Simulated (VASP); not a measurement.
# ZrC (CsCl type) (Pm-3m) in VASP: notebook

Runs on ZrC (CsCl type). Level: PBE. Tasks: single point.

Everything below comes from runs of VASP 6.6.1. Logs are shortened: lines on timing, memory, paths and dates and some standing lists are left out, and cuts for length are marked.

## Step 1: The cell of the first run

The structure is cubic, space group Pm-3m (No. 221). Conventional cell: a = 2.822 Å, b = 2.822 Å, c = 2.822 Å, α = 90.00°, β = 90.00°, γ = 90.00°. Zr (site symmetry m-3m) has 8 C at 2.44 Å and 6 Zr at 2.82 Å within 3.2 Å. Within 3.2 Å of C (site symmetry m-3m) lie 8 Zr at 2.44 Å and 6 C at 2.82 Å.

## Step 2: Single point, PBE (volume scaled by 0.9)

Contents of INCAR:

```
SYSTEM = ZrC
PREC = Accurate ; ENCUT = 520
EDIFF = 1E-7 ; ISMEAR = -1
SIGMA = 0.1 ; LREAL = .False.
LASPH = .True. ; NELM = 80
ALGO = Normal ; ISIF = 2
LWAVE = .False. ; LCHARG = .False.
GGA = PE ; NBANDS = 15
```

Contents of KPOINTS:

```
Automatic mesh
0
Gamma
  14 14 14
  0 0 0
```

Contents of POSCAR:

```
ZrC
1.0
    2.8215795593      0.0000000000      0.0000000000
    0.0000000000      2.8215795593      0.0000000000
    0.0000000000      0.0000000000      2.8215795593
Zr C
1 1
Direct
    0.0000000000      0.0000000000      0.0000000000
    0.5000000000      0.5000000000      0.5000000000
```

Potentials or basis: VASP PAW PBE potentials, release 64 (Zr_sv, C).

Started as:

```bash
$ cat potpaw_PBE.64/Zr_sv/POTCAR potpaw_PBE.64/C/POTCAR > POTCAR
$ mpirun -np 1 vasp_std > vasp.out
```

OUTCAR:

```text
SYSTEM = ZrC
   PREC = Accurate
   ENCUT = 520
   EDIFF = 1E-7
   ISMEAR = -1
   LREAL = .False.
   LASPH = .True.
   NELM = 80
   ISIF = 2
   GGA = PE

 ion  position               nearest neighbor table
   1  0.000  0.000  0.000-   2 2.44   2 2.44   2 2.44   2 2.44   2 2.44   2 2.44   2 2.44   2 2.44

   2  0.500  0.500  0.500-   1 2.44   1 2.44   1 2.44   1 2.44   1 2.44   1 2.44   1 2.44   1 2.44

  LATTYP: Found a simple cubic cell.
 ALAT       =     2.8215795593

  Lattice vectors:

 A1 = (   2.8215795593,   0.0000000000,   0.0000000000)
 A2 = (   0.0000000000,   2.8215795593,   0.0000000000)
 A3 = (   0.0000000000,   0.0000000000,   2.8215795593)

Analysis of symmetry for initial positions (statically):
=====================================================================
 Subroutine PRICEL returns:
 Original cell was already a primitive cell.

 Routine SETGRP: Setting up the symmetry group for a
 simple cubic supercell.

 Subroutine GETGRP returns: Found 48 space group operations
 (whereof 48 operations were pure point group operations)
 out of a pool of 48 trial point group operations.

The static configuration has the point symmetry O_h .

Analysis of symmetry for dynamics (positions and initial velocities):
=====================================================================
 Subroutine PRICEL returns:
 Original cell was already a primitive cell.

 Routine SETGRP: Setting up the symmetry group for a
 simple cubic supercell.

 Subroutine GETGRP returns: Found 48 space group operations
 (whereof 48 operations were pure point group operations)
 out of a pool of 48 trial point group operations.

The dynamic configuration has the point symmetry O_h .

 Subroutine INISYM returns: Found 48 space group operations
 (whereof 48 operations are pure point group operations),
 and found     1 'primitive' translations

----------------------------------------------------------------------------------------

                                     Primitive cell

  volume of cell :      22.4635

  direct lattice vectors                    reciprocal lattice vectors
     2.821579559  0.000000000  0.000000000     0.354411414  0.000000000  0.000000000
     0.000000000  2.821579559  0.000000000     0.000000000  0.354411414  0.000000000
     0.000000000  0.000000000  2.821579559     0.000000000  0.000000000  0.354411414

  length of vectors
     2.821579559  2.821579559  2.821579559     0.354411414  0.354411414  0.354411414

  position of ions in fractional coordinates (direct lattice)
     0.000000000  0.000000000  0.000000000
     0.500000000  0.500000000  0.500000000

  ion indices of the primitive-cell ions
   primitive index   ion index
                 1           1
                 2           2

----------------------------------------------------------------------------------------

 KPOINTS: Automatic mesh

Automatic generation of k-mesh.
 Grid dimensions read from file:
 generate k-points for:   14   14   14

 Generating k-lattice:

  Cartesian coordinates                     Fractional coordinates (reciprocal lattice)
     0.025315101  0.000000000  0.000000000     0.071428571  0.000000000  0.000000000
     0.000000000  0.025315101  0.000000000     0.000000000  0.071428571  0.000000000
     0.000000000  0.000000000  0.025315101     0.000000000  0.000000000  0.071428571

  Length of vectors
     0.025315101  0.025315101  0.025315101

  Shift w.r.t. Gamma in fractional coordinates (k-lattice)
     0.000000000  0.000000000  0.000000000

 Subroutine IBZKPT returns following result:
 ===========================================

 Found    120 irreducible k-points:

 Following reciprocal coordinates:
            Coordinates               Weight
  0.000000  0.000000  0.000000      1.000000
  0.071429  0.000000  0.000000      6.000000
  0.142857  0.000000  0.000000      6.000000
  0.214286  0.000000  0.000000      6.000000
  0.285714  0.000000  0.000000      6.000000
  0.357143  0.000000  0.000000      6.000000
[... 16 lines left out ...]
  0.285714  0.214286  0.000000     24.000000
  0.357143  0.214286  0.000000     24.000000
 [... further k-points ...]
   k-points           NKPTS =    120   k-points in BZ     NKDIM =    120   number of bands    NBANDS=     15
   number of dos      NEDOS =    301   number of ions     NIONS =      2
   total plane-waves  NPLWV =  13824
   dimension x,y,z NGX =    24 NGY =   24 NGZ =   24
   dimension x,y,z NGXF=    48 NGYF=   48 NGZF=   48
   ions per type =               1   1
   NGX,Y,Z   is equivalent  to a cutoff of  14.14, 14.14, 14.14 a.u.
   NGXF,Y,Z  is equivalent  to a cutoff of  28.28, 28.28, 28.28 a.u.
 SYSTEM =  ZrC
   PREC   = accura    normal or accurate (medium, high low for compatibility)
   ISTART =      0    job   : 0-new  1-cont  2-samecut
   ICHARG =      2    charge: 1-file 2-atom 10-const
   ISPIN  =      1    spin polarized calculation?
   LNONCOLLINEAR =      F non collinear calculations
   LSORBIT =      F    spin-orbit coupling
   LASPH  =      T    aspherical Exc in radial PAW
   ENCUT  =  520.0 eV  38.22 Ry    6.18 a.u.   5.25  5.25  5.25*2*pi/ulx,y,z
   NELM   =     80;   NELMIN=  2; NELMDL= -5     # of ELM steps
   EDIFF  = 0.1E-06   stopping-criterion for ELM
   LREAL  =      F    real-space projection
   EDIFFG = 0.1E-05   stopping-criterion for IOM
   NSW    =      0    number of steps for IOM
   IBRION =     -1    ionic relax: 0-MD 1-quasi-New 2-CG
   NFREE  =      0    steps in history (QN), initial steepest desc. (CG)
   ISIF   =      2    stress and relaxation
   ISYM   =      2    0-nonsym 1-usesym 2-fastsym
   POTIM  = 0.5000    time-step for ionic-motion
   TEBEG  =    0.0;   TEEND  =   0.0 temperature during run
   PSTRESS=    0.0 pullay stress
   NELECT =      16.0000    total number of electrons
   NUPDOWN=      -1.0000    fix difference up-down
   EMIN   =  10.00;   EMAX   =-10.00  energy-range for DOS
   EFERMI =   0.00;   METHOD = LEGACY
   ISMEAR =    -1;   SIGMA  =   0.10  broadening in eV -4-tet -1-fermi 0-gaus
   EFERMI_NEDOS =   21; number of points for ismear=-14 and -15
   IALGO  =     38    algorithm
   IMIX   =      4    mixing-type and parameters
     AMIX     =   0.40;   BMIX     =  1.00
     AMIX_MAG =   1.60;   BMIX_MAG =  1.00
  volume/ion in A,a.u.               =      11.23        75.80
  Fermi-wavevector in a.u.,A,eV,Ry     =   1.462029  2.762833 29.082828  2.137528
  Thomas-Fermi vector in A             =   2.578290
   LORBIT       =      0    0 simple, 1 ext, 2 COOP (PROOUT), +10 PAW based schemes
   GGA     = PE    functional components
   LHFCALC =     F    Hartree Fock is set to
   AEXX    =    0.0000 exact exchange contribution
   IVDW    =     0    specifies the selected vdW correction
   LEPSILON=     F    determine dielectric tensor
   LRPA    =     F    only Hartree local field effects (RPA)
 non-spin polarized calculation
  energy-cutoff  :      520.00
  volume of cell :       22.46
 maximum number of plane-waves:       624
 NGX is ok and might be reduce to    24
   NGX = 11   NGY = 11   NGZ = 11

 number of electron      16.0000000 magnetization

 Free energy of the ion-electron system (eV)
  ---------------------------------------------------
  ext. energy  EPLUGINS =         0.00000000
  ---------------------------------------------------
  free energy    TOTEN  =       -16.85277813 eV

  energy without entropy =      -16.78604322  energy(sigma->0) =      -16.81941068

 E-fermi :  11.7876     XC(G=0): -12.9691

 val. band max:       11.7842570290   @ k =   0.4286   0.1429   0.1429
 cond. band min:      11.7898232370   @ k =   0.2143   0.2143   0.0000
 fundamental gap:      0.0055662079
 Fermi energy:        11.7876327016

 k-point     1 :       0.0000    0.0000    0.0000
  band No.  band energies     occupation
      1     -36.6665      2.00000
      2     -13.9597      2.00000
      3     -13.9597      2.00000
      4     -13.9597      2.00000
      5      -0.4952      2.00000
      6       9.5020      2.00000
      7       9.5020      2.00000
      8      13.0937      0.00000
      9      13.0937      0.00000
     10      13.0937      0.00000
     11      17.6476      0.00000
     12      17.6476      0.00000
     13      17.6476      0.00000
     14      21.4827      0.00000
     15      29.6806      0.00000

 k-point     2 :       0.0714    0.0000    0.0000
  band No.  band energies     occupation
      1     -36.6562      2.00000
      2     -14.0575      2.00000
      3     -13.9508      2.00000
      4     -13.9508      2.00000
      5      -0.3761      2.00000
      6       9.5149      2.00000
      7       9.5520      2.00000
      8      12.9164      0.00003
      9      12.9164      0.00003
     10      13.0356      0.00001
     11      17.6732      0.00000
     12      17.7961      0.00000
     13      17.7961      0.00000
     14      21.6912      0.00000
     15      28.5530      0.00000

 k-point     3 :       0.1429    0.0000    0.0000
  band No.  band energies     occupation
      1     -36.6270      2.00000
      2     -14.3238      2.00000
      3     -13.9258      2.00000
      4     -13.9258      2.00000
      5      -0.0380      2.00000
      6       9.3739      2.00000
      7       9.6966      2.00000
      8      12.4671      0.00224
      9      12.4671      0.00224
     10      13.1302      0.00000
     11      17.7459      0.00000
     12      18.1789      0.00000
     13      18.1789      0.00000
     14      22.2020      0.00000
     15      26.7774      0.00000
[... 343 lines left out ...]
 k-point    23 :       0.2857    0.2143    0.0000
  band No.  band energies     occupation
      1     -36.4575      2.00000
      2     -14.9678      2.00000
      3     -14.5255      2.00000
      4     -13.7854      2.00000
      5       1.5104      2.00000
      6       8.0019      2.00000
      7       9.8220      2.00000
      8      11.6305      1.65591
      9      11.8696      0.61155
     10      15.6892      0.00000
     11      16.0737      0.00000
     12      18.0049      0.00000
     13      19.4577      0.00000
     14      23.6436      0.00000
     15      26.3357      0.00000

 k-point    24 :       0.3571    0.2143    0.0000
  band No.  band energies     occupation
      1     -36.4149      2.00000
      2     -15.2840      2.00000
      3     -14.4762      2.00000
      4     -13.7507      2.00000
      5       1.8604      2.00000
      6       7.4540      2.00000
      7       9.8846      2.00000
      8      11.4338      1.94351
      9      11.8197      0.84115
     10      16.1427      0.00000
     11      16.8047      0.00000
     12      18.2514      0.00000
     13      19.0969      0.00000
     14      23.5589      0.00000
     15      25.6908      0.00000

 [... further k-points ...]
[... 5 lines left out ...]
  --------------------------------------------------------------------------------------
  -------------------------------------------------------------------------------------
  Total        3.5347146      3.5347146      3.5347146     -0.0000000     -0.0000000      0.0000000
  in kB      252.1088207    252.1088207    252.1088207     -0.0000000     -0.0000000      0.0000000
  external PRESSURE =     252.1088207 kB  Pullay stress =       0.0000000 kB

 VOLUME and BASIS-vectors are now :
 -----------------------------------------------------------------------------
  energy-cutoff  :      520.00
  volume of cell :       22.46
      direct lattice vectors                 reciprocal lattice vectors
     2.821579559  0.000000000  0.000000000     0.354411414  0.000000000  0.000000000
     0.000000000  2.821579559  0.000000000     0.000000000  0.354411414  0.000000000
     0.000000000  0.000000000  2.821579559     0.000000000  0.000000000  0.354411414

 POSITION                                       TOTAL-FORCE (eV/Angst)
 -----------------------------------------------------------------------------------
      0.00000      0.00000      0.00000         0.000000      0.000000      0.000000
      1.41079      1.41079      1.41079         0.000000      0.000000      0.000000
 -----------------------------------------------------------------------------------
    total drift:                                0.000000      0.000000     -0.000000

  FREE ENERGIE OF THE ION-ELECTRON SYSTEM (eV)
  ---------------------------------------------------
  free  energy   TOTEN  =       -16.8527781278 eV

  energy  without entropy=      -16.7860432223  energy(sigma->0) =      -16.81941068
```

Wall time 18 s (1 thread of Intel Xeon 6975P-C (Granite Rapids), shared host); peak memory 0.16 GiB.

Results:

```
Free energy            : -16.8528 eV
Pressure               : 25.2 GPa
Band gap on the k mesh : zero (band 8 reaches 13.09 eV, above the bottom of band 9 at 10.65 eV)
```

Levels at points of the mesh, in eV from the Fermi level:
```
           k point  band 5  band 6  band 7  band 8  band 9  band 10  band 11  band 12
(0.00, 0.00, 0.00)  -12.28   -2.29   -2.29    1.31    1.31     1.31     5.86     5.86
(0.50, 0.00, 0.00)   -9.07   -6.02   -1.27   -1.27   -1.06     6.42     6.79     8.50
(0.50, 0.50, 0.00)  -10.44   -2.22   -2.22   -0.62    1.97     2.85     2.85     4.99
(0.50, 0.50, 0.50)   -7.31   -5.99   -5.99   -5.99    8.73     8.73     9.70     9.70
```

Caveat: the cell differs from its parent crystal (volume scaled by 0.9).

## Step 3: Single point, PBE

This run uses another cell than the first one, of 12.48 Å³/atom, 1.111 times its volume.

Contents of INCAR:

```
SYSTEM = ZrC
PREC     = Accurate       ! precision mode
ENCUT    = 520            ! plane-wave cutoff, eV
EDIFF    = 1E-6           ! SCF threshold, eV
ISMEAR   = -1             ! smearing method
SIGMA    = 0.1            ! smearing width, eV
LREAL    = .False.        ! projectors in reciprocal space
LASPH    = .True.         ! aspherical terms in the spheres
NELM     = 100            ! most SCF steps
ALGO     = Normal         ! electronic algorithm
ISIF     = 2              ! what is computed and relaxed
LWAVE    = .False.        ! write WAVECAR
LCHARG   = .False.        ! write CHGCAR
GGA      = PE             ! functional
NBANDS   = 15             ! bands
```

Contents of KPOINTS:

```
regular mesh
0
Gamma
  14 14 14
  0 0 0
```

Contents of POSCAR:

```
ZrC
1.0
    2.9224345750      0.0000000000      0.0000000000
    0.0000000000      2.9224345750      0.0000000000
    0.0000000000      0.0000000000      2.9224345750
Zr C
1 1
Direct
    0.0000000000      0.0000000000      0.0000000000
    0.5000000000      0.5000000000      0.5000000000
```

Potentials or basis: VASP PAW PBE potentials, release 64 (Zr_sv, C).

Started as:

```bash
$ cat potpaw_PBE.64/Zr_sv/POTCAR potpaw_PBE.64/C/POTCAR > POTCAR
$ mpirun -np 1 vasp_std > vasp.out
```

Wall time 18 s (1 thread of Intel Xeon 6975P-C (Granite Rapids), shared host); peak memory 0.17 GiB.

Results (log left out):

| Quantity | Value |
| --- | --- |
| Free energy | -17.0360 eV |
| Pressure | 0.2 GPa |
| Band gap on the k mesh | zero (band 8 reaches 11.59 eV, above the bottom of band 9 at 9.48 eV) |

Levels at points of the mesh, in eV from the Fermi level:
```
           k point  band 5  band 6  band 7  band 8  band 9  band 10  band 11  band 12
(0.00, 0.00, 0.00)  -11.83   -1.95   -1.95    1.16    1.16     1.16     5.21     5.21
(0.50, 0.00, 0.00)   -9.09   -5.66   -1.07   -1.07   -0.89     5.67     6.03     7.57
(0.50, 0.50, 0.00)   -9.90   -2.21   -2.21   -0.63    1.88     2.63     2.63     4.18
(0.50, 0.50, 0.50)   -7.31   -5.31   -5.31   -5.31    7.65     7.65     8.60     8.60
```

## Step 4: Single point, PBE

This run uses another cell than the first one, of 12.48 Å³/atom, 1.111 times its volume.

Contents of INCAR:

```
ALGO = Normal ; EDIFF = 1E-6
ENCUT = 600 ; GGA = PE
GGA_COMPAT = F ; ISIF = 2
ISMEAR = -1 ; LASPH = T
LCHARG = T ; LELF = T
LREAL = F ; LVHAR = T
LWAVE = F ; NBANDS = 15
NELM = 120 ; PREC = Accurate
SIGMA = 0.1
```

Contents of KPOINTS:

```
k-points
0
Gamma
  14 14 14
```

POSCAR is that of step 3.

Started as:

```bash
$ cat potpaw_PBE.64/Zr_sv/POTCAR potpaw_PBE.64/C/POTCAR > POTCAR
$ mpirun -np 1 vasp_std > vasp.out
```

Run time: 22 s. Hardware: 1 thread of Intel Xeon 6975P-C, shared host; peak memory 0.18 GiB.

It converged, with:

```
Free energy            : -17.0364 eV
Pressure               : 0.1 GPa
Band gap on the k mesh : zero (band 8 reaches 11.59 eV, above the bottom of band 9 at 9.48 eV)
```

Levels at points of the mesh, in eV from the Fermi level:
| k point | band 5 | band 6 | band 7 | band 8 | band 9 | band 10 | band 11 | band 12 |
| --- | --- | --- | --- | --- | --- | --- | --- | --- |
| (0.00, 0.00, 0.00) | -11.83 | -1.95 | -1.95 | 1.16 | 1.16 | 1.16 | 5.21 | 5.21 |
| (0.50, 0.00, 0.00) | -9.09 | -5.66 | -1.07 | -1.07 | -0.89 | 5.67 | 6.03 | 7.57 |
| (0.50, 0.50, 0.00) | -9.91 | -2.22 | -2.22 | -0.63 | 1.88 | 2.63 | 2.63 | 4.18 |
| (0.50, 0.50, 0.50) | -7.31 | -5.31 | -5.31 | -5.31 | 7.65 | 7.65 | 8.60 | 8.60 |

## Step 5: Overview

| cell | cutoff (eV) | gap on the mesh (eV) | pressure (GPa) |
| --- | --- | --- | --- |
| a = 2.822 Å, 2 atoms | 520 | none | 25.2 |
| a = 2.922 Å, 2 atoms | 520 | none | 0.2 |
| a = 2.922 Å, 2 atoms | 600 | none | 0.1 |

Alike in all rows: task single point; level PBE; potentials or basis VASP PAW PBE potentials, release 64 (Zr_sv, C); no spin polarisation; k mesh 14 × 14 × 14; smearing fermi-dirac 0.1 eV.

Total energies depend on the potentials used, so only differences within one code and one set of settings carry meaning.
